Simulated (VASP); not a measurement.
# MnO (R-3m) in VASP: single point with r2SCAN

Aim: the single point of MnO with r2SCAN.

All numbers are computed with VASP 6.6.1; they aren't measurements. Logs are shortened: lines on timing, memory, paths and dates and some standing lists are left out, and cuts for length are marked.

## (1) The cell of the first run

Symmetry: R-3m, No. 166, trigonal system. Conventional cell: a = 3.150 Å, b = 3.150 Å, c = 7.597 Å, α = 90.00°, β = 90.00°, γ = 120.00°. Within 2.9 Å of Mn (site symmetry -3m) lie 6 O at 2.22 Å. Within 2.9 Å of O (site symmetry -3m) lie 6 Mn at 2.22 Å.

## (2) Single point, r2SCAN, collinear spin, ferromagnetic start

POSCAR

```
MnO
1.0
    1.5749904741      0.9093211742      2.5322392791
   -1.5749904741      0.9093211742      2.5322392791
    0.0000000000     -1.8186423484      2.5322392791
Mn O
1 1
Direct
    0.0000000000      0.0000000000      0.0000000000
    0.5000000000      0.5000000000      0.5000000000
```

INCAR.step1

```
SYSTEM = MnO
  ALGO = Normal
  EDIFF = 1E-4
  ENCUT = 520
  GGA = PE
  ISMEAR = 0
  ISPIN = 2
  LASPH = .True.
  LCHARG = .False.
  LMAXMIX = 4
  LREAL = .False.
  LWAVE = .True.
  MAGMOM = 4 0
  NBANDS = 20
  NELM = 150
  PREC = Accurate
  SIGMA = 0.1
```

INCAR.step2

```
SYSTEM = MnO
  ALGO = Normal
  EDIFF = 1E-6
  ENCUT = 520
  ISIF = 2
  ISMEAR = 0
  ISPIN = 2
  ISTART = 1
  LASPH = .True.
  LCHARG = .False.
  LMAXMIX = 4
  LMIXTAU = .True.
  LORBIT = 11
  LREAL = .False.
  LWAVE = .False.
  MAGMOM = 4 0
  METAGGA = R2SCAN
  NBANDS = 20
  NELM = 150
  PREC = Accurate
  SIGMA = 0.1
```

KPOINTS

```
k-points
0
Gamma
  6 6 6
  0 0 0
```

Potentials or basis: VASP PAW PBE potentials, release 64 (Mn_pv, O).

The run is started by

```console
cat potpaw_PBE.64/Mn_pv/POTCAR potpaw_PBE.64/O/POTCAR > POTCAR
cp INCAR.step1 INCAR
mpirun -np 1 vasp_std > vasp.out
cp INCAR.step2 INCAR
mpirun -np 1 vasp_std > vasp.out
```

OUTCAR:

```text
SYSTEM = MnO
   EDIFF = 1E-6
   ENCUT = 520
   ISIF = 2
   ISMEAR = 0
   ISPIN = 2
   ISTART = 1
   LASPH = .True.
   LORBIT = 11
   LREAL = .False.
   METAGGA = R2SCAN
   NELM = 150
   PREC = Accurate

 ion  position               nearest neighbor table
   1  0.000  0.000  0.000-   2 2.22   2 2.22   2 2.22   2 2.22   2 2.22   2 2.22
   2  0.500  0.500  0.500-   1 2.22   1 2.22   1 2.22   1 2.22   1 2.22   1 2.22

  LATTYP: Found a trigonal (rhomboedric) cell.
 ALAT       =     3.1176426604
 COS(alpha) =     0.4895735308

  Lattice vectors:

 A1 = (   1.5749904741,   0.9093211742,   2.5322392791)
 A2 = (  -1.5749904741,   0.9093211742,   2.5322392791)
 A3 = (   0.0000000000,  -1.8186423484,   2.5322392791)

Analysis of symmetry for initial positions (statically):
=====================================================================
 Subroutine PRICEL returns:
 Original cell was already a primitive cell.

 Routine SETGRP: Setting up the symmetry group for a
 trigonal (rhombohedral) supercell.

 Subroutine GETGRP returns: Found 12 space group operations
 (whereof 12 operations were pure point group operations)
 out of a pool of 12 trial point group operations.

The static configuration has the point symmetry D_3d.

Analysis of symmetry for dynamics (positions and initial velocities):
=====================================================================
 Subroutine PRICEL returns:
 Original cell was already a primitive cell.

 Routine SETGRP: Setting up the symmetry group for a
 trigonal (rhombohedral) supercell.

 Subroutine GETGRP returns: Found 12 space group operations
 (whereof 12 operations were pure point group operations)
 out of a pool of 12 trial point group operations.

The dynamic configuration has the point symmetry D_3d.

Analysis of structural, dynamic, and magnetic symmetry:
=====================================================================
 Subroutine PRICEL returns:
 Original cell was already a primitive cell.

 Routine SETGRP: Setting up the symmetry group for a
 trigonal (rhombohedral) supercell.

 Subroutine GETGRP returns: Found 12 space group operations
 (whereof 12 operations were pure point group operations)
 out of a pool of 12 trial point group operations.

The overall configuration has the point symmetry D_3d.

 Subroutine INISYM returns: Found 12 space group operations
 (whereof 12 operations are pure point group operations),
 and found     1 'primitive' translations

----------------------------------------------------------------------------------------

                                     Primitive cell

[... 107 lines left out ...]
   IALGO  =     38    algorithm
   IMIX   =      4    mixing-type and parameters
     AMIX     =   0.40;   BMIX     =  1.00
     AMIX_MAG =   1.60;   BMIX_MAG =  1.00
  volume/ion in A,a.u.               =      10.88        73.42
  Fermi-wavevector in a.u.,A,eV,Ry     =   1.564740  2.956931 33.312674  2.448412
  Thomas-Fermi vector in A             =   2.667319
   LORBIT       =     11    0 simple, 1 ext, 2 COOP (PROOUT), +10 PAW based schemes
   METAGGA = R2SCAN    functional components
   LHFCALC =     F    Hartree Fock is set to
   AEXX    =    0.0000 exact exchange contribution
   IVDW    =     0    specifies the selected vdW correction
   LEPSILON=     F    determine dielectric tensor
   LRPA    =     F    only Hartree local field effects (RPA)
 spin polarized calculation
 Gauss-broadening in eV      SIGMA  =   0.10
  energy-cutoff  :      520.00
  volume of cell :       21.76
 maximum number of plane-waves:       597
   NGX = 11   NGY = 11   NGZ = 11

 number of electron      18.9999992 magnetization       4.9888947

 Free energy of the ion-electron system (eV)
  ---------------------------------------------------
  ext. energy  EPLUGINS =         0.00000000
  ---------------------------------------------------
  free energy    TOTEN  =       -24.48218598 eV

  energy without entropy =      -24.48054769  energy(sigma->0) =      -24.48136684

 E-fermi :   7.5297     XC(G=0): -12.5947

 val. band max:        7.4810069044   @ k =   0.5000   0.5000   0.5000
 cond. band min:       7.5477041936   @ k =   0.5000   0.5000  -0.0000
 fundamental gap:      0.0666972891
 Fermi energy:         7.5297345083

 spin component 1

 k-point     1 :       0.0000    0.0000    0.0000
  band No.  band energies     occupation
      1     -45.1348      1.00000
      2     -45.1262      1.00000
      3     -45.1262      1.00000
      4     -13.8869      1.00000
      5       3.5378      1.00000
      6       3.5378      1.00000
[... 541 lines left out ...]
     19      32.0704      0.00000
     20      34.2700      0.00000

 [... further k-points ...]

 spin component 2

 k-point     1 :       0.0000    0.0000    0.0000
  band No.  band energies     occupation
      1     -38.7712      1.00000
      2     -38.7603      1.00000
      3     -38.7603      1.00000
      4     -13.3571      1.00000
      5       4.1073      1.00000
      6       4.1073      1.00000
[... 541 lines left out ...]
     19      35.7041      0.00000
     20      36.7639      0.00000

 [... further k-points ...]
[... 5 lines left out ...]
  --------------------------------------------------------------------------------------
  -------------------------------------------------------------------------------------
  Total        0.1836272      0.1836272      0.5154843      0.0000000      0.0000000      0.0000000
  in kB       13.5206140     13.5206140     37.9555055      0.0000000      0.0000000      0.0000000
  external PRESSURE =      21.6655778 kB  Pullay stress =       0.0000000 kB

 VOLUME and BASIS-vectors are now :
 -----------------------------------------------------------------------------
  energy-cutoff  :      520.00
  volume of cell :       21.76
      direct lattice vectors                 reciprocal lattice vectors
     1.574990474  0.909321174  2.532239279     0.317462238  0.183286908  0.131635796
    -1.574990474  0.909321174  2.532239279    -0.317462238  0.183286908  0.131635796
     0.000000000 -1.818642348  2.532239279     0.000000000 -0.366573817  0.131635796

 POSITION                                       TOTAL-FORCE (eV/Angst)
 -----------------------------------------------------------------------------------
      0.00000      0.00000      0.00000         0.000000      0.000000      0.000000
      0.00000      0.00000      3.79836         0.000000     -0.000000     -0.000000
 -----------------------------------------------------------------------------------
    total drift:                               -0.000000     -0.000000     -0.000000

  FREE ENERGIE OF THE ION-ELECTRON SYSTEM (eV)
  ---------------------------------------------------
  free  energy   TOTEN  =       -24.4821859785 eV

  energy  without entropy=      -24.4805476928  energy(sigma->0) =      -24.48136684

 total charge

# of ion       s       p       d       tot
------------------------------------------
    1        0.211   6.174   4.965  11.351
    2        1.560   3.474   0.000   5.034
--------------------------------------------------
tot          1.771   9.648   4.965  16.384

 magnetization (x)

# of ion       s       p       d       tot
------------------------------------------
    1        0.029   0.022   4.482   4.533
    2        0.033   0.201   0.000   0.234
--------------------------------------------------
tot          0.062   0.223   4.482   4.767
```

OSZICAR.step1:

```text
N       E                     dE             d eps       ncg     rms          rms(c)
DAV:   1     0.168139648943E+03    0.16814E+03   -0.10395E+04  2588   0.112E+03
DAV:   2    -0.103658187526E+02   -0.17851E+03   -0.16647E+03  2644   0.328E+02
DAV:   3    -0.186447024368E+02   -0.82789E+01   -0.81939E+01  2872   0.758E+01
DAV:   4    -0.187050252050E+02   -0.60323E-01   -0.60309E-01  2932   0.664E+00
DAV:   5    -0.187055509611E+02   -0.52576E-03   -0.52575E-03  2860   0.621E-01    0.141E+01
DAV:   6    -0.166807951410E+02    0.20248E+01   -0.96255E+00  3560   0.337E+01    0.132E+01
DAV:   7    -0.164310581889E+02    0.24974E+00   -0.11554E+00  2884   0.150E+01    0.782E+00
DAV:   8    -0.164254905844E+02    0.55676E-02   -0.11216E-01  2824   0.243E+00    0.446E+00
DAV:   9    -0.164149124515E+02    0.10578E-01   -0.21133E-02  2756   0.162E+00    0.572E-01
DAV:  10    -0.164151903909E+02   -0.27794E-03   -0.29212E-03  2628   0.541E-01    0.106E-01
DAV:  11    -0.164153142252E+02   -0.12383E-03   -0.29340E-04  2892   0.141E-01    0.504E-02
DAV:  12    -0.164153439193E+02   -0.29694E-04   -0.12279E-05  1484   0.340E-02
   1 F= -.16415344E+02 E0= -.16414728E+02  d E =-.123252E-02  mag=     4.7131
```

It took 96 s on 1 thread of AMD EPYC 7R13 (Zen 3), shared host; peak memory 0.13 GiB.

Results:

| Quantity | Value |
| --- | --- |
| Free energy | -24.4822 eV |
| Pressure | 2.2 GPa |
| Band gap on the k mesh | zero (filled and empty bands overlap) |
| Net moment | 4.99 μB per cell |
| Site moments | Mn +4.53; O +0.23 μB |
| Valence electrons inside the program's atomic spheres | Mn 11.35; O 5.03 |

Stress tensor (GPa, compression positive):
```
1.35 0.00 0.00
0.00 1.35 0.00
0.00 0.00 3.80
```

Caveat: the k points lie up to 0.41 Å⁻¹ apart; the PAW data sets were made with another functional, which shifts forces and pressure a little; a cell with one magnetic atom can't hold antiferromagnetic order, which such compounds often take; semilocal functionals often make such compounds metallic where correlation or magnetic order opens a gap, which also shifts bond lengths. With open d or f shells a metallic result of r2SCAN can be an artefact of self-interaction; +U or a hybrid may open a gap.
